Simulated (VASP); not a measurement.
Runs of VASP 6.6.1 on SrCl2. It takes space group Fm-3m (No. 225, cubic). The conventional cell has a = 6.995 Å, b = 6.995 Å, c = 6.995 Å, α = 90.00°, β = 90.00°, γ = 90.00°. Within 4.0 Å of Sr (site symmetry m-3m) lie 8 Cl at 3.03 Å. Cl (site symmetry -43m) has 4 Sr at 3.03 Å and 6 Cl at 3.50 Å within 4.0 Å. 

```tsv
level	potentials or basis	k mesh	smearing	gap on the mesh (eV)	pressure (GPa)
PBEsol	VASP PAW PBE potentials, release 64 (Sr_sv, Cl)	4 × 4 × 4	gaussian 0.01 eV	5.10	-1.2
LDA	VASP PAW LDA potentials, release 64 (Sr_sv, Cl)	2 × 2 × 2	gaussian 0.01 eV	4.84	-2.7
PBEsol	VASP PAW PBE potentials, release 64 (Sr_sv, Cl)	4 × 4 × 4	fermi-dirac 0.05 eV	5.10	-1.2
PBEsol	VASP PAW PBE potentials, release 64 (Sr_sv, Cl)	4 × 4 × 4	fermi-dirac 0.2 eV	5.10	-1.2
PBEsol	VASP PAW PBE potentials, release 64 (Sr_sv, Cl)	4 × 4 × 4	fermi-dirac 0.001 eV	5.10	-1.2
PBEsol	VASP PAW PBE potentials, release 64 (Sr_sv, Cl)	4 × 4 × 4	tetrahedron	5.10	-1.2
PBEsol	VASP PAW PBE potentials, release 64 (Sr_sv, Cl)	3 × 3 × 3	gaussian 0.01 eV	(a)	-1.2
PBE	VASP PAW PBE potentials, release 64 (Sr_sv, Cl)	2 × 2 × 2	gaussian 0.01 eV	(b)	1.0
```

Alike in all rows: task single point; no spin polarisation; cell as given; cutoff (eV) 500.

Q: Fill in the values left out.

A: (a) 5.29; (b) 5.30.

Caveats: some runs use coarse meshes; the PAW data sets were made with another functional, which shifts forces and pressure a little (some runs).

A k mesh can miss the band edges, and the runs leave out spin-orbit coupling on Sr.
